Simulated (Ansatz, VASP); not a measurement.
## Ir in VASP and in Ansatz

```
Ir
1.0
    -1.36716    1.36716    4.29159
     1.36716   -1.36716    4.29159
     1.36716    1.36716   -4.29159
Ir
2
Cartesian
  0.0000 0.0000 7.3491
  0.0000 0.0000 1.2340
```

Alike in both runs: functional PBE; k mesh 28 × 28 × 28; occupations gaussian, width 0.1 eV; no spin polarisation.

Ansatz relaxed the structure, and its values are those at the end. VASP's run is a single point on that final structure, the one shown.

```csv
,VASP,Ansatz
version,VASP 6.6.1,Ansatz 0.2.0
potentials or method,"VASP PAW PBE potentials, release 64 (Ir), cutoff 520 eV","scalar-relativistic, plane waves, PAW"
valence electrons in the cell,18,34
```

Ansatz gave:

- gap on the k mesh at the Fermi level (eV): none
- pressure (GPa): 0.0
- rms of the force components (eV/Å): 0.000

Q: Which values does VASP return?

A: gap on the k mesh at the Fermi level (eV): none; pressure (GPa): 0.3; rms of the force components (eV/Å): 0.019.

A gap of «none» marks a metal or a gap that the smearing closes. The functional is the same, so the differences come from potentials, cutoffs and numerics. VASP's potentials hold 18 valence electrons a cell and Ansatz's 34, so a difference there can come from the potentials and not from the codes.

Spin-orbit coupling is off throughout.
